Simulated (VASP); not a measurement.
# As (Cmce) in VASP: notebook

The runs below take As through single point, with LDA.

All numbers are computed with VASP 6.6.1; they aren't measurements. Logs are shortened: lines on timing, memory, paths and dates and some standing lists are left out, and cuts for length are marked.

## Step 1: The cell of the first run

The structure is orthorhombic, space group Cmce (No. 64). The conventional cell has a = 3.575 Å, b = 10.775 Å, c = 4.379 Å, α = 90.00°, β = 90.00°, γ = 90.00°. As (site symmetry m) has 5 As at 2.43 to 3.25 Å within 3.3 Å.

## Step 2: Single point, LDA (21.09 Å³/atom)

INCAR reads:

```
SYSTEM = As
PREC     = Accurate       ! precision mode
ENCUT    = 520            ! plane-wave cutoff, eV
EDIFF    = 1E-6           ! SCF threshold, eV
ISMEAR   = -1             ! smearing method
SIGMA    = 0.05           ! smearing width, eV
LREAL    = .FALSE.        ! projectors in reciprocal space
LASPH    = .TRUE.         ! aspherical terms in the spheres
NELM     = 60             ! most SCF steps
ALGO     = Normal         ! electronic algorithm
ISIF     = 2              ! what is computed and relaxed
LWAVE    = .FALSE.        ! write WAVECAR
LCHARG   = .FALSE.        ! write CHGCAR
GGA      = CA             ! functional
NBANDS   = 18             ! bands
```

KPOINTS reads:

```
Automatic mesh
0
G
  8 8 6
  0 0 0
```

POSCAR reads:

```
As
1.0
    1.7877446484     -5.3877235979      0.0000000000
    1.7877446484      5.3877235979      0.0000000000
    0.0000000000      0.0000000000      4.3787499060
As
4
Direct
    0.3900000000      0.6100000000      0.5600000000
    0.8900000000      0.1100000000      0.9400000000
    0.6100000000      0.3900000000      0.4400000000
    0.1100000000      0.8900000000      0.0600000000
```

Potentials or basis: VASP PAW LDA potentials, release 64 (As).

On the command line:

```console
$ cat potpaw_LDA.64/As/POTCAR > POTCAR
$ mpirun -np 1 vasp_std > vasp.out
```

OUTCAR:

```text
SYSTEM = As
   PREC = Accurate
   ENCUT = 520
   EDIFF = 1E-6
   ISMEAR = -1
   LREAL = .FALSE.
   LASPH = .TRUE.
   NELM = 60
   ISIF = 2
   GGA = CA

 ion  position               nearest neighbor table
   1  0.390  0.610  0.560-   3 2.43   2 2.44   2 2.44
   2  0.890  0.110  0.940-   4 2.43   1 2.44   1 2.44
   3  0.610  0.390  0.440-   1 2.43   4 2.44   4 2.44
   4  0.110  0.890  0.060-   2 2.43   3 2.44   3 2.44

  LATTYP: Found a base centered orthorhombic cell.
 ALAT       =     3.5754892968
 B/A-ratio  =     3.0136986301
 C/A-ratio  =     1.2246575343

  Lattice vectors:

 A1 = (   1.7877446484,  -5.3877235979,   0.0000000000)
 A2 = (   1.7877446484,   5.3877235979,   0.0000000000)
 A3 = (   0.0000000000,   0.0000000000,   4.3787499060)

Analysis of symmetry for initial positions (statically):
=====================================================================
 Subroutine PRICEL returns:
 Original cell was already a primitive cell.

 Routine SETGRP: Setting up the symmetry group for a
 base centered orthorhombic supercell.

 Subroutine GETGRP returns: Found  8 space group operations
 (whereof  4 operations were pure point group operations)
 out of a pool of  8 trial point group operations.

The static configuration has the point symmetry C_2h.
 The point group associated with its full space group is D_2h.

Analysis of symmetry for dynamics (positions and initial velocities):
=====================================================================
 Subroutine PRICEL returns:
 Original cell was already a primitive cell.

 Routine SETGRP: Setting up the symmetry group for a
 base centered orthorhombic supercell.

 Subroutine GETGRP returns: Found  8 space group operations
 (whereof  4 operations were pure point group operations)
 out of a pool of  8 trial point group operations.

The dynamic configuration has the point symmetry C_2h.
 The point group associated with its full space group is D_2h.

 Subroutine INISYM returns: Found  8 space group operations
 (whereof  4 operations are pure point group operations),
 and found     1 'primitive' translations

----------------------------------------------------------------------------------------

                                     Primitive cell

  volume of cell :      84.3511

  direct lattice vectors                    reciprocal lattice vectors
     1.787744648 -5.387723598  0.000000000     0.279682001 -0.092803573  0.000000000
     1.787744648  5.387723598  0.000000000     0.279682001  0.092803573  0.000000000
     0.000000000  0.000000000  4.378749906     0.000000000  0.000000000  0.228375683

  length of vectors
     5.676583171  5.676583171  4.378749906     0.294676984  0.294676984  0.228375683

  position of ions in fractional coordinates (direct lattice)
     0.390000000  0.610000000  0.560000000
     0.890000000  0.110000000  0.940000000
     0.610000000  0.390000000  0.440000000
     0.110000000  0.890000000  0.060000000

  ion indices of the primitive-cell ions
   primitive index   ion index
                 1           1
                 2           2
                 3           3
                 4           4

----------------------------------------------------------------------------------------

 KPOINTS: Automatic mesh

Automatic generation of k-mesh.
 Grid dimensions read from file:
 generate k-points for:    8    8    6

 Generating k-lattice:

  Cartesian coordinates                     Fractional coordinates (reciprocal lattice)
     0.034960250 -0.011600447  0.000000000     0.125000000  0.000000000  0.000000000
     0.034960250  0.011600447  0.000000000     0.000000000  0.125000000  0.000000000
     0.000000000  0.000000000  0.038062614     0.000000000  0.000000000  0.166666667

  Length of vectors
     0.036834623  0.036834623  0.038062614

  Shift w.r.t. Gamma in fractional coordinates (k-lattice)
     0.000000000  0.000000000  0.000000000

 Subroutine IBZKPT returns following result:
 ===========================================

 Found     84 irreducible k-points:

 Following reciprocal coordinates:
            Coordinates               Weight
  0.000000  0.000000  0.000000      1.000000
  0.125000 -0.000000  0.000000      4.000000
  0.250000 -0.000000  0.000000      4.000000
  0.375000  0.000000  0.000000      4.000000
  0.500000 -0.000000  0.000000      2.000000
  0.125000  0.125000  0.000000      2.000000
[... 16 lines left out ...]
  0.125000 -0.000000  0.166667      8.000000
  0.250000 -0.000000  0.166667      8.000000
 [... further k-points ...]
   k-points           NKPTS =     84   k-points in BZ     NKDIM =     84   number of bands    NBANDS=     18
   number of dos      NEDOS =    301   number of ions     NIONS =      4
   total plane-waves  NPLWV =  63504
   dimension x,y,z NGX =    42 NGY =   42 NGZ =   36
   dimension x,y,z NGXF=    84 NGYF=   84 NGZF=   72
   ions per type =               4
   NGX,Y,Z   is equivalent  to a cutoff of  12.30, 12.30, 13.67 a.u.
   NGXF,Y,Z  is equivalent  to a cutoff of  24.60, 24.60, 27.34 a.u.
 SYSTEM =  As
   PREC   = accura    normal or accurate (medium, high low for compatibility)
   ISTART =      0    job   : 0-new  1-cont  2-samecut
   ICHARG =      2    charge: 1-file 2-atom 10-const
   ISPIN  =      1    spin polarized calculation?
   LNONCOLLINEAR =      F non collinear calculations
   LSORBIT =      F    spin-orbit coupling
   LASPH  =      T    aspherical Exc in radial PAW
   ENCUT  =  520.0 eV  38.22 Ry    6.18 a.u.  10.55 10.55  8.14*2*pi/ulx,y,z
   NELM   =     60;   NELMIN=  2; NELMDL= -5     # of ELM steps
   EDIFF  = 0.1E-05   stopping-criterion for ELM
   LREAL  =      F    real-space projection
   EDIFFG = 0.1E-04   stopping-criterion for IOM
   NSW    =      0    number of steps for IOM
   IBRION =     -1    ionic relax: 0-MD 1-quasi-New 2-CG
   NFREE  =      0    steps in history (QN), initial steepest desc. (CG)
   ISIF   =      2    stress and relaxation
   ISYM   =      2    0-nonsym 1-usesym 2-fastsym
   POTIM  = 0.5000    time-step for ionic-motion
   TEBEG  =    0.0;   TEEND  =   0.0 temperature during run
   PSTRESS=    0.0 pullay stress
   NELECT =      20.0000    total number of electrons
   NUPDOWN=      -1.0000    fix difference up-down
   EMIN   =  10.00;   EMAX   =-10.00  energy-range for DOS
   EFERMI =   0.00;   METHOD = LEGACY
   ISMEAR =    -1;   SIGMA  =   0.05  broadening in eV -4-tet -1-fermi 0-gaus
   EFERMI_NEDOS =   21; number of points for ismear=-14 and -15
   IALGO  =     38    algorithm
   IMIX   =      4    mixing-type and parameters
     AMIX     =   0.40;   BMIX     =  1.00
     AMIX_MAG =   1.60;   BMIX_MAG =  1.00
  volume/ion in A,a.u.               =      21.09       142.31
  Fermi-wavevector in a.u.,A,eV,Ry     =   1.013261  1.914785 13.969063  1.026697
  Thomas-Fermi vector in A             =   2.146419
   LORBIT       =      0    0 simple, 1 ext, 2 COOP (PROOUT), +10 PAW based schemes
   GGA     = CA    functional components
   LHFCALC =     F    Hartree Fock is set to
   AEXX    =    0.0000 exact exchange contribution
   IVDW    =     0    specifies the selected vdW correction
   LEPSILON=     F    determine dielectric tensor
   LRPA    =     F    only Hartree local field effects (RPA)
 non-spin polarized calculation
  energy-cutoff  :      520.00
  volume of cell :       84.35
 maximum number of plane-waves:      2295
   NGX = 21   NGY = 21   NGZ = 17

 number of electron      19.9999999 magnetization

 Free energy of the ion-electron system (eV)
  ---------------------------------------------------
  ext. energy  EPLUGINS =         0.00000000
  ---------------------------------------------------
  free energy    TOTEN  =       -21.29690025 eV

  energy without entropy =      -21.29279785  energy(sigma->0) =      -21.29484905

 E-fermi :   5.4292     XC(G=0): -10.2218

 val. band max:        5.3968921924   @ k =   0.5000   0.3750   0.0000
 cond. band min:       5.4298603126   @ k =   0.5000   0.3750   0.0000
 fundamental gap:      0.0329681202
 Fermi energy:         5.4291932940

 k-point     1 :       0.0000    0.0000    0.0000
  band No.  band energies     occupation
      1      -9.9004      2.00000
      2      -6.8928      2.00000
      3      -4.0661      2.00000
      4      -1.0483      2.00000
      5      -0.3414      2.00000
      6       0.8066      2.00000
[... 10 lines left out ...]
     17      12.5977      0.00000
     18      12.8479      0.00000

 k-point     2 :       0.1250   -0.0000    0.0000
  band No.  band energies     occupation
      1      -9.7253      2.00000
      2      -6.7574      2.00000
      3      -4.2568      2.00000
      4      -0.8666      2.00000
      5      -0.8446      2.00000
      6       0.9887      2.00000
[... 10 lines left out ...]
     17      11.4565      0.00000
     18      12.5284      0.00000

 k-point     3 :       0.2500   -0.0000    0.0000
  band No.  band energies     occupation
      1      -9.2066      2.00000
      2      -6.3485      2.00000
      3      -4.9210      2.00000
      4      -2.1102      2.00000
      5      -0.2526      2.00000
      6       1.0791      2.00000
[... 10 lines left out ...]
     17      11.6138      0.00000
     18      12.4204      0.00000

 k-point     4 :       0.3750    0.0000    0.0000
  band No.  band energies     occupation
      1      -8.3677      2.00000
      2      -6.0281      2.00000
      3      -5.6612      2.00000
      4      -3.4838      2.00000
      5       0.6443      2.00000
      6       1.1646      2.00000
[... 375 lines left out ...]
      4      -1.3596      2.00000
      5      -0.6077      2.00000
      6       1.4811      2.00000
[... 10 lines left out ...]
     17      12.1860      0.00000
     18      13.0706      0.00000

 k-point    23 :       0.1250   -0.0000    0.1667
  band No.  band energies     occupation
      1      -9.5545      2.00000
      2      -6.8945      2.00000
      3      -4.4214      2.00000
      4      -1.5268      2.00000
      5      -0.5039      2.00000
      6       0.9003      2.00000
[... 10 lines left out ...]
     17      12.2534      0.00000
     18      12.9070      0.00000

 k-point    24 :       0.2500   -0.0000    0.1667
  band No.  band energies     occupation
      1      -9.0424      2.00000
      2      -6.5087      2.00000
      3      -4.8528      2.00000
      4      -2.3249      2.00000
      5      -0.1682      2.00000
      6       0.3515      2.00000
[... 10 lines left out ...]
     17      11.6677      0.00000
     18      12.9764      0.00000

 [... further k-points ...]
[... 5 lines left out ...]
  --------------------------------------------------------------------------------------
  -------------------------------------------------------------------------------------
  Total        2.3810684      1.8670898      1.0907357      0.0000000     -0.0000000      0.0000000
  in kB       45.2263475     35.4637668     20.7175881      0.0000000     -0.0000000      0.0000000
  external PRESSURE =      33.8025675 kB  Pullay stress =       0.0000000 kB

 VOLUME and BASIS-vectors are now :
 -----------------------------------------------------------------------------
  energy-cutoff  :      520.00
  volume of cell :       84.35
      direct lattice vectors                 reciprocal lattice vectors
     1.787744648 -5.387723598  0.000000000     0.279682001 -0.092803573  0.000000000
     1.787744648  5.387723598  0.000000000     0.279682001  0.092803573  0.000000000
     0.000000000  0.000000000  4.378749906     0.000000000  0.000000000  0.228375683

 POSITION                                       TOTAL-FORCE (eV/Angst)
 -----------------------------------------------------------------------------------
      1.78774      1.18530      2.45210         0.000000      0.446199     -0.209000
      1.78774     -4.20242      4.11602         0.000000      0.446199      0.209000
      1.78774     -1.18530      1.92665         0.000000     -0.446199      0.209000
      1.78774      4.20242      0.26272         0.000000     -0.446199     -0.209000
 -----------------------------------------------------------------------------------
    total drift:                               -0.000000     -0.000000     -0.000000

  FREE ENERGIE OF THE ION-ELECTRON SYSTEM (eV)
  ---------------------------------------------------
  free  energy   TOTEN  =       -21.2969002492 eV

  energy  without entropy=      -21.2927978531  energy(sigma->0) =      -21.29484905
```

Run time: 4 min. Hardware: 1 thread of Intel Xeon 8259CL, shared host; peak memory 0.25 GiB.

Results:

```
Free energy            : -21.2969 eV
Pressure               : 3.4 GPa
Largest force          : 0.493 eV/Å
Band gap on the k mesh : zero (bands 10 and 11 overlap by 0.11 eV)
```

Forces in eV/Å, atoms in the order of the input:
```
As   0.000  0.446 -0.209
As   0.000  0.446  0.209
As   0.000 -0.446  0.209
As   0.000 -0.446 -0.209
```

Stress tensor (GPa, compression positive):
```
4.52 0.00 0.00
0.00 3.55 0.00
0.00 0.00 2.07
```

Levels at points of the mesh, in eV from the Fermi level:
```tsv
k point	band 8	band 9	band 10	band 11	band 12	band 13
(0.00, 0.00, 0.00)	-2.40	-1.96	-1.11	1.95	1.97	2.53
(0.50, 0.00, 0.00)	-2.61	-2.49	-2.49	0.78	0.78	1.02
(0.50, 0.50, 0.00)	-1.77	-1.30	-0.45	0.24	1.83	2.51
(0.00, 0.00, 0.50)	-2.08	-0.58	-0.58	1.15	1.15	2.11
(0.50, 0.00, 0.50)	-4.96	-1.90	-1.90	1.95	1.95	4.86
(0.50, 0.50, 0.50)	-1.91	-1.13	-1.13	1.45	1.45	2.00
```

Caveat: the cell stands under pressure.

(Continued in part 2 of 2.)

The gap in the log of VASP goes by the Fermi energy; the results here count the filled bands.